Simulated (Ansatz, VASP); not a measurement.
## One calculation of Be3TeO2, two programs

```
Be Te O
1.0
     4.76868    0.00000    0.00000
    -2.38434    4.12980    0.00000
     0.00000    0.00000    4.02194
Be Te O
3 1 2
Direct
  0.50000 0.00000 0.50000
  0.00000 0.50000 0.50000
  0.50000 0.50000 0.50000
  0.00000 0.00000 0.50000
  0.33333 0.66667 0.50000
  0.66667 0.33333 0.50000
```

Alike in both runs: task relaxation of cell and atoms; functional PBE; k mesh 6 × 6 × 4; occupations gaussian, width 0.1 eV; no spin polarisation.

|  | VASP | Ansatz |
| --- | --- | --- |
| version | VASP 6.6.1 | Ansatz 0.2.0 |
| potentials or method | VASP PAW PBE potentials, release 64 (Be, Te, O), cutoff 600 eV | scalar-relativistic, plane waves, PAW |
| valence electrons in the cell | 24 | 34 |

VASP gave:

- gap on the k mesh at the Fermi level, each at its own relaxed structure (eV): 1.97
- relaxed volume (Å³/atom): 20.08
- relaxed cell length with the largest relative difference (Å): 4.763

Task: What did Ansatz give for the same quantities?

Result: gap on the k mesh at the Fermi level, each at its own relaxed structure (eV): 2.16; relaxed volume (Å³/atom): 21.05; relaxed cell length with the largest relative difference (Å): 4.994.

VASP's potentials hold 24 valence electrons a cell and Ansatz's 34, so a difference there can come from the potentials and not from the codes.

Neither program's run includes spin-orbit coupling. Noted on VASP's run: the volume moved by over 15 % at a fixed basis, so the end points are rough.
